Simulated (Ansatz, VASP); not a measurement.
# Al: VASP beside Ansatz

File INCAR:

```
ALGO = Fast
EDIFF = 1E-6
ENCUT = 520
GGA = PE
ISIF = 2
ISMEAR = 0
IVDW = 12
LASPH = T
LCHARG = F
LREAL = F
LWAVE = F
NBANDS = 8
NELM = 100
PREC = Accurate
SIGMA = 0.15
```

File KPOINTS:

```
k-points
0
Gamma
  20 20 20
```

The input POSCAR:

```
Al
1.0
    0.0000000000      1.9910220790      2.0374128934
    1.9910220790      0.0000000000      2.0374128934
    1.9910220790      1.9910220790      0.0000000000
Al
1
Direct
    0.0000000000      0.0000000000      0.0000000000
```

Input for Ansatz:

```yaml
crystal:
  lattice:
    - [0.0, 1.991022079, 2.0374128934]
    - [1.991022079, 0.0, 2.0374128934]
    - [1.991022079, 1.991022079, 0.0]
  atoms:
    - { symbol: Al, position: [0.0, 0.0, 0.0] }
basis:
  ecutwfc: 420
kpoints:
  mp_grid: { grid: [20, 20, 20] }
hamiltonian:
  xc: pbe
  pseudopotentials: { kind: paw, azcp: { folder: soft_1 } }
  dispersion: d3bj
scf:
  occupations: { method: gaussian, width: 0.15 }
output:
  forces: true
  stress: true
  eigenvalues: true
```

Change from the starting cell: engineering shear strain xz +0.0000, normal strain along z +0.0233.

Alike in both runs: task single point; functional PBE; dispersion D3(BJ); k mesh 20 × 20 × 20; occupations gaussian, width 0.15 eV; no spin polarisation.

|  | VASP | Ansatz |
| --- | --- | --- |
| version | VASP 6.6.1 | Ansatz 0.2.0 |
| potentials or method | VASP PAW PBE potentials, release 64 (Al), cutoff 520 eV | scalar-relativistic, plane waves, PAW |
| valence electrons in the cell | 3 | 3 |

Ansatz gave:

| Property | Result |
| --- | --- |
| gap on the k mesh at the Fermi level (eV) | none |
| pressure (GPa) | -1.9 |
| traceless stress, the component that is largest in VASP (GPa) | -0.76 |

Question: Estimate VASP's values.

Answer: gap on the k mesh at the Fermi level (eV): none; pressure (GPa): -1.9; traceless stress, the component that is largest in VASP (GPa): -0.75.

A gap of «none» marks a metal or a gap that the smearing closes.
